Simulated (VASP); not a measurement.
## Pd: single point with RPBE

Pd:

```
Pd
1.0
     0.00000    2.82485    2.82485
     2.82485    0.00000    2.82485
     2.82485    2.82485    0.00000
Pd
2
Cartesian
  0.7062 0.7062 0.7062
  4.9435 4.9435 4.9435
```

This isn't the form of Pd at room conditions, which is fcc.

```yaml
Program: VASP 6.6.1
Task: single point
Functional: RPBE
Potentials_or_basis: VASP PAW PBE potentials, release 64 (Pd)
Cutoff: 520 eV
k_mesh: 10 × 10 × 10
Occupations: fermi-dirac, width 0.05 eV
Spin: collinear spin
Starting_moments: "[-0.447, -0.447] μB"
```

| Quantity | Value |
| --- | --- |
| Pressure | 9.5 GPa |
| Net moment | -0.95 μB per cell |
| Site moments | Pd -0.47 μB |
| Valence electrons inside the program's atomic spheres | Pd 9.42 |

Levels at points of the mesh, in eV from the Fermi level:
Spin up:
| k point | band 7 | band 8 | band 9 | band 10 | band 11 | band 12 | band 13 | band 14 |
| --- | --- | --- | --- | --- | --- | --- | --- | --- |
| (0.00, 0.00, 0.00) | -1.34 | -1.34 | -1.34 | -0.05 | -0.05 | 12.23 | 12.23 | 12.23 |
| (0.50, 0.00, 0.00) | -1.01 | -1.01 | -0.22 | -0.22 | -0.19 | 1.50 | 8.93 | 8.93 |
| (0.50, 0.50, 0.00) | -1.91 | -1.91 | -0.01 | -0.01 | 2.09 | 2.09 | 4.92 | 4.92 |
Spin down:
```csv
k point,band 7,band 8,band 9,band 10,band 11,band 12,band 13,band 14,band 15,band 16
"(0.00, 0.00, 0.00)",-1.69,-1.69,-1.69,-0.40,-0.40,12.15,12.15,12.15,12.57,12.57
"(0.50, 0.00, 0.00)",-1.33,-1.33,-0.61,-0.61,-0.21,1.22,8.85,8.85,10.69,12.92
"(0.50, 0.50, 0.00)",-2.22,-2.22,-0.42,-0.42,1.90,1.90,4.89,4.89,9.78,9.78
```

Run time: 41 s on 1 thread of AMD EPYC 9R45 96-Core Processor (Zen 5) (shared host), peak memory 0.19 GiB.

Caveat: the cell stands under pressure; the PAW data sets were made with another functional, which shifts forces and pressure a little.
